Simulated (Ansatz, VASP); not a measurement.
**Be: VASP beside Ansatz**

File INCAR:

```
ALGO = Normal
EDIFF = 1E-7
EDIFFG = -0.005
ENCUT = 600
GGA = PE
IBRION = 2
ISIF = 3
ISMEAR = -1
LASPH = T
LCHARG = F
LREAL = F
LWAVE = F
NELM = 80
NSW = 60
PREC = Accurate
SIGMA = 0.08
```

Contents of KPOINTS:

```
k-points
0
Gamma
  19 19 11
```

The input POSCAR:

```
Be
1.0
    2.2424371395      0.0000000000      0.0000000000
   -1.1212185697      1.9420075292      0.0000000000
    0.0000000000      0.0000000000      3.6327481659
Be
2
Direct
    0.3333333333      0.6666666667      0.2500000000
    0.6666666667      0.3333333333      0.7500000000
```

Input for Ansatz:

```yaml
crystal:
  lattice:
    - [2.2424371395, 0.0, 0.0]
    - [-1.1212185697, 1.9420075292, 0.0]
    - [0.0, 0.0, 3.6327481659]
  atoms:
    - { symbol: Be, position: [0.3333333333, 0.6666666667, 0.25] }
    - { symbol: Be, position: [0.6666666667, 0.3333333333, 0.75] }
kpoints:
  mp_grid: { grid: [19, 19, 11] }
scf:
  occupations: { method: fermi_dirac, width: 0.08 }
hamiltonian:
  xc: pbe
  pseudopotentials: { kind: paw }
output:
  forces: true
  stress: true
relax:
  f_tol: 0.005
  max_steps: 40
  cell: {}
```

Alike in both runs: task relaxation of cell and atoms; functional PBE; k mesh 19 × 19 × 11; occupations fermi-dirac, width 0.08 eV; no spin polarisation.

|  | VASP | Ansatz |
| --- | --- | --- |
| version | VASP 6.6.1 | Ansatz 0.2.0 |
| potentials or method | VASP PAW PBE potentials, release 64 (Be) | PAW with Ansatz's default frozen-core files, scalar-relativistic |
| plane-wave cutoff (eV) | 600 | 420 |
| valence electrons in the cell | 4 | 4 |

Ansatz gave:

| Property | Result |
| --- | --- |
| relaxed volume (Å³/atom) | 7.90 |
| relaxed cell length with the largest relative difference (Å) | 2.262 |

Problem. Estimate VASP's values.

Solution. Relaxed volume (Å³/atom): 7.92; relaxed cell length with the largest relative difference (Å): 2.264.
